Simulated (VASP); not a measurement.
Wanted: the native input for a VASP 6.6.1 run.

| Quantity | Value |
| --- | --- |
| Task | single point |
| Functional | PBEsol |
| Potentials or basis | VASP PAW PBE potentials, release 64 (Sr_sv) |
| Cutoff | 520 eV |
| k mesh | 11 × 11 × 11 |
| Occupations | fermi-dirac, width 0.08 eV |
| Spin | no spin polarisation |
| Dipole correction | no |
| Further INCAR settings | ALGO = Normal; EDIFF = 1e-06; NBANDS = 11 |

The structure of Sr lies in POSCAR:

```
Sr
1.0
   -1.7928277604      1.7928277604      1.7928277604
    1.7928277604     -1.7928277604      1.7928277604
    1.7928277604      1.7928277604     -1.7928277604
Sr
1
Direct
    0.0000000000      0.0000000000      0.0000000000
```

This cell differs from its parent crystal: volume scaled by 0.45.

One way to write it, as run:

INCAR

```
PREC = Accurate
ENCUT = 520
EDIFF = 1E-6
ISMEAR = -1
SIGMA = 0.08
LREAL = False
LASPH = True
NELM = 60
ALGO = Normal
ISIF = 2
LWAVE = False
LCHARG = True
GGA = PS
LELF = True
LVHAR = True
NBANDS = 11
```

KPOINTS

```
Automatic mesh
0
Gamma
  11 11 11
```

Potentials or basis: VASP PAW PBE potentials, release 64 (Sr_sv).

Run with:

```bash
$ cat potpaw_PBE.64/Sr_sv/POTCAR > POTCAR
$ mpirun -np 1 vasp_std > vasp.out
```

Results of the run:

The pressure is 33.0 GPa and the band gap on the k mesh is zero (band 5 reaches 6.42 eV, above the bottom of band 6 at 3.52 eV).

Caveat: the PAW data sets were made with another functional, which shifts forces and pressure a little.

Wall time 4.7 s on 1 thread of Intel(R) Xeon(R) 6975P-C (Granite Rapids) (shared host), peak memory 0.14 GiB.
